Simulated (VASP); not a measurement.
# Sr (Fm-3m) in VASP: further runs

Sr is run at these levels: LDA; tasks: single point.

Everything below comes from runs of VASP 6.6.1. Logs are shortened: lines on timing, memory, paths and dates and some standing lists are left out, and cuts for length are marked.

## Step 1: The cell of the first run

Symmetry: Fm-3m, No. 225, cubic system. The conventional cell has a = 5.806 Å, b = 5.806 Å, c = 5.806 Å, α = 90.00°, β = 90.00°, γ = 90.00°. Within 5.4 Å of Sr (site symmetry m-3m) lie 12 Sr at 4.11 Å.

## Step 2: Single point, LDA

Input file INCAR:

```
SYSTEM = Sr
ALGO     = Normal         ! electronic algorithm
EDIFF    = 1E-6           ! SCF threshold, eV
ENCUT    = 500            ! plane-wave cutoff, eV
GGA_COMPAT= .False.      
ISIF     = 2              ! what is computed and relaxed
ISMEAR   = -1             ! smearing method
LASPH    = .True.         ! aspherical terms in the spheres
LCHARG   = .True.         ! write CHGCAR
LELF     = .True.         ! ELF
LREAL    = .False.        ! projectors in reciprocal space
LVHAR    = .True.       
LWAVE    = .False.        ! write WAVECAR
NBANDS   = 11             ! bands
NELM     = 120            ! most SCF steps
PREC     = Accurate       ! precision mode
SIGMA    = 0.1            ! smearing width, eV
```

Input file KPOINTS:

```
k-points
0
Gamma
  9 9 9
  0 0 0
```

Input file POSCAR:

```
Sr
1.0
    0.0000000000      2.9028949114      2.9028949114
    2.9028949114      0.0000000000      2.9028949114
    2.9028949114      2.9028949114      0.0000000000
Sr
1
Direct
    0.0000000000      0.0000000000      0.0000000000
```

Potentials or basis: VASP PAW LDA potentials, release 64 (Sr_sv).

Run with:

```sh
$ cat potpaw_LDA.64/Sr_sv/POTCAR > POTCAR
$ mpirun -np 1 vasp_std > vasp.out
```

OUTCAR:

```text
SYSTEM = Sr
   EDIFF = 1E-6
   ENCUT = 500
   ISIF = 2
   ISMEAR = -1
   LASPH = .True.
   LREAL = .False.
   NELM = 120
   PREC = Accurate

 ion  position               nearest neighbor table
   1  0.000  0.000  0.000-

  LATTYP: Found a face centered cubic cell.
 ALAT       =     5.8057898228

  Lattice vectors:

 A1 = (   0.0000000000,   2.9028949114,   2.9028949114)
 A2 = (   2.9028949114,   0.0000000000,   2.9028949114)
 A3 = (   2.9028949114,   2.9028949114,   0.0000000000)

Analysis of symmetry for initial positions (statically):
=====================================================================
 Subroutine PRICEL returns:
 Original cell was already a primitive cell.

 Routine SETGRP: Setting up the symmetry group for a
 face centered cubic supercell.

 Subroutine GETGRP returns: Found 48 space group operations
 (whereof 48 operations were pure point group operations)
 out of a pool of 48 trial point group operations.

The static configuration has the point symmetry O_h .

Analysis of symmetry for dynamics (positions and initial velocities):
=====================================================================
 Subroutine PRICEL returns:
 Original cell was already a primitive cell.

 Routine SETGRP: Setting up the symmetry group for a
 face centered cubic supercell.

 Subroutine GETGRP returns: Found 48 space group operations
 (whereof 48 operations were pure point group operations)
 out of a pool of 48 trial point group operations.

The dynamic configuration has the point symmetry O_h .

 Subroutine INISYM returns: Found 48 space group operations
 (whereof 48 operations are pure point group operations),
 and found     1 'primitive' translations

----------------------------------------------------------------------------------------

                                     Primitive cell

  volume of cell :      48.9242

  direct lattice vectors                    reciprocal lattice vectors
     0.000000000  2.902894911  2.902894911    -0.172241853  0.172241853  0.172241853
     2.902894911  0.000000000  2.902894911     0.172241853 -0.172241853  0.172241853
     2.902894911  2.902894911  0.000000000     0.172241853  0.172241853 -0.172241853

  length of vectors
     4.105313354  4.105313354  4.105313354     0.298331641  0.298331641  0.298331641

  position of ions in fractional coordinates (direct lattice)
     0.000000000  0.000000000  0.000000000

  ion indices of the primitive-cell ions
   primitive index   ion index
                 1           1

----------------------------------------------------------------------------------------
[... 80 lines left out ...]
   PSTRESS=    0.0 pullay stress
   NELECT =      10.0000    total number of electrons
   NUPDOWN=      -1.0000    fix difference up-down
   EMIN   =  10.00;   EMAX   =-10.00  energy-range for DOS
   EFERMI =   0.00;   METHOD = LEGACY
   ISMEAR =    -1;   SIGMA  =   0.10  broadening in eV -4-tet -1-fermi 0-gaus
   EFERMI_NEDOS =   21; number of points for ismear=-14 and -15
   IALGO  =     38    algorithm
   IMIX   =      4    mixing-type and parameters
     AMIX     =   0.40;   BMIX     =  1.00
     AMIX_MAG =   1.60;   BMIX_MAG =  1.00
  volume/ion in A,a.u.               =      48.92       330.16
  Fermi-wavevector in a.u.,A,eV,Ry     =   0.964347  1.822352 12.652955  0.929966
  Thomas-Fermi vector in A             =   2.093971
   LORBIT       =      0    0 simple, 1 ext, 2 COOP (PROOUT), +10 PAW based schemes
   GGA     = CA    functional components
   LHFCALC =     F    Hartree Fock is set to
   AEXX    =    0.0000 exact exchange contribution
   IVDW    =     0    specifies the selected vdW correction
   LEPSILON=     F    determine dielectric tensor
   LRPA    =     F    only Hartree local field effects (RPA)
 non-spin polarized calculation
  energy-cutoff  :      500.00
  volume of cell :       48.92
 maximum number of plane-waves:      1261
 NGX is ok and might be reduce to    30
   NGX = 15   NGY = 15   NGZ = 15

 number of electron      10.0000000 magnetization

 Free energy of the ion-electron system (eV)
  ---------------------------------------------------
  ext. energy  EPLUGINS =         0.00000000
  ---------------------------------------------------
  free energy    TOTEN  =        -1.91328365 eV

  energy without entropy =       -1.87094041  energy(sigma->0) =       -1.89211203

 E-fermi :   1.8313     XC(G=0):  -7.9316

 val. band max:        1.7665510779   @ k =  -0.3333   0.3333   0.1111
 cond. band min:       1.9471351475   @ k =  -0.4444   0.2222   0.0000
 fundamental gap:      0.1805840696
 Fermi energy:         1.8312610809

 k-point     1 :       0.0000    0.0000    0.0000
  band No.  band energies     occupation
      1     -34.3994      2.00000
      2     -16.3546      2.00000
      3     -16.3546      2.00000
      4     -16.3546      2.00000
      5      -2.0011      2.00000
      6       4.2007      0.00000
      7       4.2007      0.00000
      8       4.2007      0.00000
      9       5.8549      0.00000
     10       5.8549      0.00000
     11       9.3668      0.00000
[... 309 lines left out ...]
 k-point    24 :       0.4444    0.4444    0.0000
  band No.  band energies     occupation
      1     -34.3672      2.00000
      2     -16.6316      2.00000
      3     -16.4606      2.00000
      4     -16.4606      2.00000
      5       0.9464      1.99971
      6       2.0578      0.18810
      7       3.1854      0.00000
      8       6.8284      0.00000
      9       6.8284      0.00000
     10       7.0169      0.00000
     11       8.3776      0.00000

 [... further k-points ...]

------------------------ aborting loop because EDIFF is reached ----------------------------------------

  FORCE on cell =-STRESS in cart. coord.  units (eV):
  Direction    XX          YY          ZZ          XY          YZ          ZX
  --------------------------------------------------------------------------------------
  -------------------------------------------------------------------------------------
  Total       -0.0122432     -0.0122432     -0.0122432      0.0000000     -0.0000000      0.0000000
  in kB       -0.4009415     -0.4009415     -0.4009415      0.0000000     -0.0000000      0.0000000
  external PRESSURE =      -0.4009415 kB  Pullay stress =       0.0000000 kB

 VOLUME and BASIS-vectors are now :
 -----------------------------------------------------------------------------
  energy-cutoff  :      500.00
  volume of cell :       48.92
      direct lattice vectors                 reciprocal lattice vectors
     0.000000000  2.902894911  2.902894911    -0.172241853  0.172241853  0.172241853
     2.902894911  0.000000000  2.902894911     0.172241853 -0.172241853  0.172241853
     2.902894911  2.902894911  0.000000000     0.172241853  0.172241853 -0.172241853

 POSITION                                       TOTAL-FORCE (eV/Angst)
 -----------------------------------------------------------------------------------
      0.00000      0.00000      0.00000        -0.000000     -0.000000      0.000000
 -----------------------------------------------------------------------------------
    total drift:                               -0.000000     -0.000000      0.000000

  FREE ENERGIE OF THE ION-ELECTRON SYSTEM (eV)
  ---------------------------------------------------
  free  energy   TOTEN  =        -1.9132836536 eV

  energy  without entropy=       -1.8709404102  energy(sigma->0) =       -1.89211203
```

OSZICAR:

```text
N       E                     dE             d eps       ncg     rms          rms(c)
DAV:   1     0.345476607747E+02    0.34548E+02   -0.49019E+03   778   0.785E+02
DAV:   2    -0.460965767593E+00   -0.35009E+02   -0.34493E+02   905   0.154E+02
DAV:   3    -0.185527185183E+01   -0.13943E+01   -0.13813E+01  1143   0.233E+01
DAV:   4    -0.191982583728E+01   -0.64554E-01   -0.64231E-01   983   0.404E+00
DAV:   5    -0.192075109234E+01   -0.92526E-03   -0.92500E-03  1099   0.408E-01    0.122E+01
DAV:   6    -0.191620785354E+01    0.45432E-02   -0.56913E-03   911   0.896E-01    0.693E+00
DAV:   7    -0.191331253393E+01    0.28953E-02   -0.10372E-02  1036   0.113E+00    0.254E-01
DAV:   8    -0.191326459871E+01    0.47935E-04   -0.81920E-04  1137   0.162E-01    0.598E-02
DAV:   9    -0.191328149901E+01   -0.16900E-04   -0.36569E-05  1032   0.378E-02    0.236E-02
DAV:  10    -0.191328347582E+01   -0.19768E-05   -0.39559E-06  1107   0.163E-02    0.916E-03
DAV:  11    -0.191328365365E+01   -0.17783E-06   -0.11924E-07   478   0.340E-03
   1 F= -.19132837E+01 E0= -.18921120E+01  d E =-.423432E-01
```

stdout:

```text
POSCAR found type information on POSCAR Sr
 POSCAR found :  1 types and       1 ions
 scaLAPACK will be used
 LDA part: xc-table for (Slater(with rela. corr.)+CA(PZ))
 , standard interpolation
 POSCAR, INCAR and KPOINTS ok, starting setup
 FFT: planning ... GRIDC
 FFT: planning ... GRID_SOFT
 FFT: planning ... GRID
 WAVECAR not read
 entering main loop
```

Run time: 8 s. Hardware: 1 thread of Intel Xeon 6975P-C (Granite Rapids), shared host; peak memory 0.15 GiB.

What came out:

```yaml
Free_energy: -1.9133 eV
Pressure: 0.0 GPa
Band_gap_on_the_k_mesh: 0.18 eV, indirect (least direct gap 0.19 eV)
```

A k mesh can miss the band edges.

## Step 3: Single point, LDA

Input file INCAR:

```
ALGO = Normal ; EDIFF = 1E-6
ENCUT = 500 ; GGA = CA
GGA_COMPAT = F ; ISIF = 2
ISMEAR = -1 ; LASPH = T
LCHARG = F ; LREAL = F
LWAVE = F ; NBANDS = 11
NELM = 120 ; PREC = Accurate
SIGMA = 0.1
```

Input file KPOINTS:

```
k-points
0
Gamma
  9 9 9
```

POSCAR is that of step 2.

Potentials or basis: VASP PAW LDA potentials, release 64 (Sr_sv).

Run with:

```sh
$ cat potpaw_LDA.64/Sr_sv/POTCAR > POTCAR
$ mpirun -np 1 vasp_std > vasp.out
```

OUTCAR:

```text
EDIFF = 1E-6
   ENCUT = 500
   GGA = CA
   ISIF = 2
   ISMEAR = -1
   LASPH = T
   LREAL = F
   NELM = 120
   PREC = Accurate

 ion  position               nearest neighbor table
   1  0.000  0.000  0.000-

  LATTYP: Found a face centered cubic cell.
 ALAT       =     5.8057898228

  Lattice vectors:

 A1 = (   0.0000000000,   2.9028949114,   2.9028949114)
 A2 = (   2.9028949114,   0.0000000000,   2.9028949114)
 A3 = (   2.9028949114,   2.9028949114,   0.0000000000)

Analysis of symmetry for initial positions (statically):
=====================================================================
 Subroutine PRICEL returns:
 Original cell was already a primitive cell.

 Routine SETGRP: Setting up the symmetry group for a
 face centered cubic supercell.

 Subroutine GETGRP returns: Found 48 space group operations
 (whereof 48 operations were pure point group operations)
 out of a pool of 48 trial point group operations.

The static configuration has the point symmetry O_h .

Analysis of symmetry for dynamics (positions and initial velocities):
[... 166 lines left out ...]
      1     -34.3994      2.00000
      2     -16.3546      2.00000
      3     -16.3546      2.00000
      4     -16.3546      2.00000
      5      -2.0011      2.00000
      6       4.2007      0.00000
      7       4.2007      0.00000
      8       4.2007      0.00000
      9       5.8549      0.00000
     10       5.8549      0.00000
     11       9.3668      0.00000
[... 309 lines left out ...]
 k-point    24 :       0.4444    0.4444    0.0000
  band No.  band energies     occupation
      1     -34.3672      2.00000
      2     -16.6316      2.00000
      3     -16.4606      2.00000
      4     -16.4606      2.00000
      5       0.9464      1.99971
      6       2.0578      0.18810
      7       3.1854      0.00000
      8       6.8284      0.00000
      9       6.8284      0.00000
     10       7.0169      0.00000
     11       8.3776      0.00000

 [... further k-points ...]

------------------------ aborting loop because EDIFF is reached ----------------------------------------

  FORCE on cell =-STRESS in cart. coord.  units (eV):
  Direction    XX          YY          ZZ          XY          YZ          ZX
  --------------------------------------------------------------------------------------
  -------------------------------------------------------------------------------------
  Total       -0.0122432     -0.0122432     -0.0122432      0.0000000     -0.0000000      0.0000000
  in kB       -0.4009415     -0.4009415     -0.4009415      0.0000000     -0.0000000      0.0000000
  external PRESSURE =      -0.4009415 kB  Pullay stress =       0.0000000 kB

 VOLUME and BASIS-vectors are now :
 -----------------------------------------------------------------------------
  energy-cutoff  :      500.00
  volume of cell :       48.92
      direct lattice vectors                 reciprocal lattice vectors
     0.000000000  2.902894911  2.902894911    -0.172241853  0.172241853  0.172241853
     2.902894911  0.000000000  2.902894911     0.172241853 -0.172241853  0.172241853
     2.902894911  2.902894911  0.000000000     0.172241853  0.172241853 -0.172241853

 POSITION                                       TOTAL-FORCE (eV/Angst)
 -----------------------------------------------------------------------------------
      0.00000      0.00000      0.00000        -0.000000     -0.000000      0.000000
 -----------------------------------------------------------------------------------
    total drift:                               -0.000000     -0.000000      0.000000

  FREE ENERGIE OF THE ION-ELECTRON SYSTEM (eV)
  ---------------------------------------------------
  free  energy   TOTEN  =        -1.9132836536 eV

  energy  without entropy=       -1.8709404102  energy(sigma->0) =       -1.89211203
```

Wall time 7.7 s (1 thread of Intel Xeon 6975P-C (Granite Rapids), shared host); peak memory 0.15 GiB.

Results:

| Property | Result |
| --- | --- |
| Free energy | -1.9133 eV |
| Pressure | 0.0 GPa |
| Band gap on the k mesh | 0.18 eV, indirect (least direct gap 0.19 eV) |

A k mesh can miss the band edges.
